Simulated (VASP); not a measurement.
# ZrO2 (P4_2/nmc) in VASP: single point with PBE

Aim: the single point of ZrO2 with PBE.

Everything below comes from runs of VASP 6.6.1. Logs are shortened: lines on timing, memory, paths and dates and some standing lists are left out, and cuts for length are marked.

## Step 1: The cell of the first run

Symmetry: P4_2/nmc, No. 137, tetragonal system. The conventional cell has a = 3.601 Å, b = 3.601 Å, c = 5.227 Å, α = 90.00°, β = 90.00°, γ = 90.00°. Zr (site symmetry -4m2) has 8 O at 2.07 to 2.40 Å within 2.7 Å. Within 2.7 Å of O (site symmetry 2mm) lie 4 Zr at 2.07 to 2.40 Å and 6 O at 2.61 Å.

## Step 2: Single point, PBE, non-collinear spin, zero start, spin-orbit coupling

INCAR reads:

```
SYSTEM = ZrO2
  PREC = Accurate
  ENCUT = 600
  EDIFF = 1E-6
  ISMEAR = 0
  SIGMA = 0.01
  LREAL = .FALSE.
  LASPH = .TRUE.
  NELM = 200
  ALGO = Normal
  ISIF = 2
  LWAVE = .FALSE.
  LCHARG = .FALSE.
  LNONCOLLINEAR = .TRUE.
  MAGMOM = 0 0 0 0 0 0 0 0 0 0 0 0 0 0 0 0 0 0
  LORBIT = 11
  LSORBIT = .TRUE.
  GGA_COMPAT = .FALSE.
  LORBMOM = .TRUE.
  LMAXMIX = 4
  GGA = PE
  NBANDS = 64
  KPAR = 4
```

KPOINTS reads:

```
Automatic mesh
0
G
  8 8 6
  0 0 0
```

POSCAR reads:

```
ZrO2
1.0
    3.6010266380      0.0000000000      0.0000000000
    0.0000000000      3.6010266380      0.0000000000
    0.0000000000      0.0000000000      5.2271837237
Zr O
2 4
Direct
    0.0000000000      0.0000000000      0.0000000000
    0.5000000000      0.5000000000      0.5000000000
    0.0000000000      0.5000000000      0.1969684651
    0.0000000000      0.5000000000      0.6969684651
    0.5000000000      0.0000000000      0.3030315349
    0.5000000000      0.0000000000      0.8030315349
```

Potentials or basis: VASP PAW PBE potentials, release 64 (Zr_sv, O).

Launch:

```
cat potpaw_PBE.64/Zr_sv/POTCAR potpaw_PBE.64/O/POTCAR > POTCAR
mpirun -np 4 vasp_ncl > vasp.out
```

OUTCAR:

```text
SYSTEM = ZrO2
   PREC = Accurate
   ENCUT = 600
   EDIFF = 1E-6
   ISMEAR = 0
   LREAL = .FALSE.
   LASPH = .TRUE.
   NELM = 200
   ISIF = 2
   LNONCOLLINEAR = .TRUE.
   LORBIT = 11
   LSORBIT = .TRUE.
   GGA = PE

 ion  position               nearest neighbor table
   1  0.000  0.000  0.000-   3 2.07   6 2.07   3 2.07   6 2.07   5 2.40   4 2.40   5 2.40   4 2.40
                             2 3.65   2 3.65   2 3.65   2 3.65   2 3.65   2 3.65   2 3.65   2 3.65
   2  0.500  0.500  0.500-   4 2.07   5 2.07   5 2.07   4 2.07   3 2.40   6 2.40   3 2.40   6 2.40
                             1 3.65   1 3.65   1 3.65   1 3.65   1 3.65   1 3.65   1 3.65   1 3.65
   3  0.000  0.500  0.197-   1 2.07   1 2.07   2 2.40   2 2.40
   4  0.000  0.500  0.697-   2 2.07   2 2.07   1 2.40   1 2.40
   5  0.500  0.000  0.303-   2 2.07   2 2.07   1 2.40   1 2.40
   6  0.500  0.000  0.803-   1 2.07   1 2.07   2 2.40   2 2.40

  LATTYP: Found a simple tetragonal cell.
 ALAT       =     3.6010266380
 C/A-ratio  =     1.4515815208

  Lattice vectors:

 A1 = (   3.6010266380,   0.0000000000,   0.0000000000)
 A2 = (   0.0000000000,   3.6010266380,   0.0000000000)
 A3 = (   0.0000000000,   0.0000000000,   5.2271837237)

Analysis of symmetry for initial positions (statically):
=====================================================================
 Subroutine PRICEL returns:
 Original cell was already a primitive cell.

 Routine SETGRP: Setting up the symmetry group for a
 simple tetragonal supercell.

 Subroutine GETGRP returns: Found 16 space group operations
 (whereof  8 operations were pure point group operations)
 out of a pool of 16 trial point group operations.

The static configuration has the point symmetry D_2d.
 The point group associated with its full space group is D_4h.

Analysis of symmetry for dynamics (positions and initial velocities):
=====================================================================
 Subroutine PRICEL returns:
 Original cell was already a primitive cell.

 Routine SETGRP: Setting up the symmetry group for a
 simple tetragonal supercell.

 Subroutine GETGRP returns: Found 16 space group operations
 (whereof  8 operations were pure point group operations)
 out of a pool of 16 trial point group operations.

The dynamic configuration has the point symmetry D_2d.
 The point group associated with its full space group is D_4h.

Analysis of structural, dynamic, and magnetic symmetry:
=====================================================================
 Subroutine PRICEL returns:
 Original cell was already a primitive cell.

 Routine SETGRP: Setting up the symmetry group for a
 simple tetragonal supercell.

 Subroutine GETGRP returns: Found 16 space group operations
 (whereof  8 operations were pure point group operations)
 out of a pool of 16 trial point group operations.

The overall configuration has the point symmetry D_2d.
 The point group associated with its full space group is D_4h.

 Subroutine INISYM returns: Found 16 space group operations
 (whereof  8 operations are pure point group operations),
 and found     1 'primitive' translations

----------------------------------------------------------------------------------------

                                     Primitive cell

  volume of cell :      67.7829

  direct lattice vectors                    reciprocal lattice vectors
     3.601026638  0.000000000  0.000000000     0.277698584  0.000000000  0.000000000
     0.000000000  3.601026638  0.000000000     0.000000000  0.277698584  0.000000000
     0.000000000  0.000000000  5.227183724     0.000000000  0.000000000  0.191307605

  length of vectors
     3.601026638  3.601026638  5.227183724     0.277698584  0.277698584  0.191307605

  position of ions in fractional coordinates (direct lattice)
     0.000000000  0.000000000  0.000000000
     0.500000000  0.500000000  0.500000000
     0.000000000  0.500000000  0.196968465
     0.000000000  0.500000000  0.696968465
     0.500000000  0.000000000  0.303031535
     0.500000000  0.000000000  0.803031535

  ion indices of the primitive-cell ions
   primitive index   ion index
                 1           1
                 2           2
                 3           3
                 4           4
                 5           5
[... 1651 lines left out ...]

  FORCE on cell =-STRESS in cart. coord.  units (eV):
  Direction    XX          YY          ZZ          XY          YZ          ZX
  --------------------------------------------------------------------------------------
  -------------------------------------------------------------------------------------
  Total        1.7092336      1.7092336      1.6188784      0.0000000      0.0000000      0.0000000
  in kB       40.4009485     40.4009485     38.2652341      0.0000000      0.0000000      0.0000000
  external PRESSURE =      39.6890437 kB  Pullay stress =       0.0000000 kB

 VOLUME and BASIS-vectors are now :
 -----------------------------------------------------------------------------
  energy-cutoff  :      600.00
  volume of cell :       67.78
      direct lattice vectors                 reciprocal lattice vectors
     3.601026638  0.000000000  0.000000000     0.277698584  0.000000000  0.000000000
     0.000000000  3.601026638  0.000000000     0.000000000  0.277698584  0.000000000
     0.000000000  0.000000000  5.227183724     0.000000000  0.000000000  0.191307605

 POSITION                                       TOTAL-FORCE (eV/Angst)
 -----------------------------------------------------------------------------------
      0.00000      0.00000      0.00000         0.000000      0.000000      0.000000
      1.80051      1.80051      2.61359        -0.000000     -0.000000      0.000000
      0.00000      1.80051      1.02959         0.000000     -0.000000      0.037166
      0.00000      1.80051      3.64318         0.000000      0.000000      0.037166
      1.80051      0.00000      1.58400         0.000000      0.000000     -0.037166
      1.80051      0.00000      4.19759         0.000000      0.000000     -0.037166
 -----------------------------------------------------------------------------------
    total drift:                                0.000000      0.000000      0.000000

  FREE ENERGIE OF THE ION-ELECTRON SYSTEM (eV)
  ---------------------------------------------------
  free  energy   TOTEN  =       -57.4651935867 eV

  energy  without entropy=      -57.4651935867  energy(sigma->0) =      -57.46519359

 orbital moment (x)

 # of ion     p       d       tot
 ----------------------------------------
  1         0.000  -0.000  -0.000
  2         0.000  -0.000  -0.000
  3        -0.000   0.000  -0.000
  4        -0.000   0.000  -0.000
  5        -0.000   0.000  -0.000
  6         0.000   0.000   0.000
 ----------------------------------------
           -0.000  -0.000  -0.000

 orbital moment (y)

 # of ion     p       d       tot
 ----------------------------------------
  1        -0.000  -0.000  -0.000
  2        -0.000  -0.000  -0.000
  3        -0.000   0.000  -0.000
  4         0.000   0.000   0.000
  5         0.000   0.000   0.000
  6        -0.000   0.000  -0.000
 ----------------------------------------
            0.000  -0.000  -0.000

 orbital moment (z)

 # of ion     p       d       tot
 ----------------------------------------
  1         0.000   0.000   0.000
  2         0.000   0.000   0.000
  3         0.000   0.000   0.000
  4         0.000   0.000   0.000
  5         0.000   0.000   0.000
  6         0.000   0.000   0.000
 ----------------------------------------
            0.000   0.000   0.000

 Spin-Orbit-Coupling matrix elements

 Ion:    1  E_soc:     -0.1336544
 l=   1
     0.0000000    -0.0219391    -0.0219201
    -0.0219391     0.0000000    -0.0219391
    -0.0219201    -0.0219391     0.0000000
 l=   2
     0.0000000    -0.0000627     0.0000000    -0.0000627    -0.0002683
    -0.0000627     0.0000000    -0.0001839    -0.0000905    -0.0000884
     0.0000000    -0.0001839     0.0000000    -0.0001839     0.0000000
    -0.0000627    -0.0000905    -0.0001839     0.0000000    -0.0000884
    -0.0002683    -0.0000884     0.0000000    -0.0000884     0.0000000
 l=   3
     0.0000000     0.0000000     0.0000000     0.0000000     0.0000000     0.0000000     0.0000000
     0.0000000     0.0000000     0.0000000     0.0000000     0.0000000     0.0000000     0.0000000
     0.0000000     0.0000000     0.0000000     0.0000000     0.0000000     0.0000000     0.0000000
     0.0000000     0.0000000     0.0000000     0.0000000     0.0000000     0.0000000     0.0000000
[... 89 lines left out ...]
 l=   2
     0.0000000     0.0000000     0.0000000     0.0000000     0.0000000
     0.0000000     0.0000000     0.0000000     0.0000000     0.0000000
     0.0000000     0.0000000     0.0000000     0.0000000     0.0000000
     0.0000000     0.0000000     0.0000000     0.0000000     0.0000000
     0.0000000     0.0000000     0.0000000     0.0000000     0.0000000
 l=   3
     0.0000000     0.0000000     0.0000000     0.0000000     0.0000000     0.0000000     0.0000000
     0.0000000     0.0000000     0.0000000     0.0000000     0.0000000     0.0000000     0.0000000
     0.0000000     0.0000000     0.0000000     0.0000000     0.0000000     0.0000000     0.0000000
     0.0000000     0.0000000     0.0000000     0.0000000     0.0000000     0.0000000     0.0000000
     0.0000000     0.0000000     0.0000000     0.0000000     0.0000000     0.0000000     0.0000000
     0.0000000     0.0000000     0.0000000     0.0000000     0.0000000     0.0000000     0.0000000
     0.0000000     0.0000000     0.0000000     0.0000000     0.0000000     0.0000000     0.0000000

 total charge

# of ion       s       p       d       tot
------------------------------------------
    1        2.178   6.051   1.383   9.612
    2        2.178   6.051   1.383   9.612
    3        1.562   3.535   0.000   5.097
    4        1.562   3.535   0.000   5.097
    5        1.562   3.535   0.000   5.097
    6        1.562   3.535   0.000   5.097
--------------------------------------------------
tot         10.605  26.243   2.766  39.614

 magnetization (x)

# of ion       s       p       d       tot
------------------------------------------
    1        0.000   0.000   0.000   0.000
    2       -0.000   0.000   0.000  -0.000
    3        0.000   0.000   0.000   0.000
    4        0.000   0.000   0.000   0.000
    5        0.000   0.000   0.000   0.000
    6        0.000   0.000   0.000   0.000
--------------------------------------------------
tot          0.000   0.000   0.000   0.000

 magnetization (y)

# of ion       s       p       d       tot
------------------------------------------
    1        0.000  -0.000   0.000   0.000
    2        0.000   0.000   0.000   0.000
    3        0.000   0.000   0.000   0.000
    4        0.000   0.000   0.000   0.000
    5        0.000   0.000   0.000   0.000
    6        0.000   0.000   0.000   0.000
--------------------------------------------------
tot          0.000   0.000   0.000   0.000

 magnetization (z)

# of ion       s       p       d       tot
------------------------------------------
    1        0.000  -0.000   0.000   0.000
    2        0.000   0.000   0.000   0.000
    3       -0.000  -0.000   0.000  -0.000
    4       -0.000   0.000   0.000   0.000
    5       -0.000   0.000   0.000  -0.000
    6       -0.000   0.000   0.000   0.000
--------------------------------------------------
tot          0.000   0.000   0.000   0.000
```

Run time: 3.6 min. Hardware: 4 MPI ranks of Intel Xeon Platinum 8259CL at 2.50GHz (Skylake/Cascade Lake), shared host; peak memory 0.63 GiB.

Results:

- Free energy: -57.4652 eV
- Pressure: 4.0 GPa
- Largest force: 0.037 eV/Å
- Net moment: 0.00 μB per cell
- Valence electrons inside the program's atomic spheres: Zr 9.61; O 5.10

Forces in eV/Å, atoms in the order of the input:
```
Zr   0.000  0.000  0.000
Zr   0.000  0.000  0.000
O    0.000  0.000  0.037
O    0.000  0.000  0.037
O    0.000  0.000 -0.037
O    0.000  0.000 -0.037
```

Stress tensor (GPa, compression positive):
```
4.04 0.00 0.00
0.00 4.04 0.00
0.00 0.00 3.83
```

Moments on the atoms (μB; x, y, z):
```
Zr  0.00 0.00 0.00
Zr  0.00 0.00 0.00
O   0.00 0.00 0.00
O   0.00 0.00 0.00
O   0.00 0.00 0.00
O   0.00 0.00 0.00
```

Caveat: the cell stands under pressure.
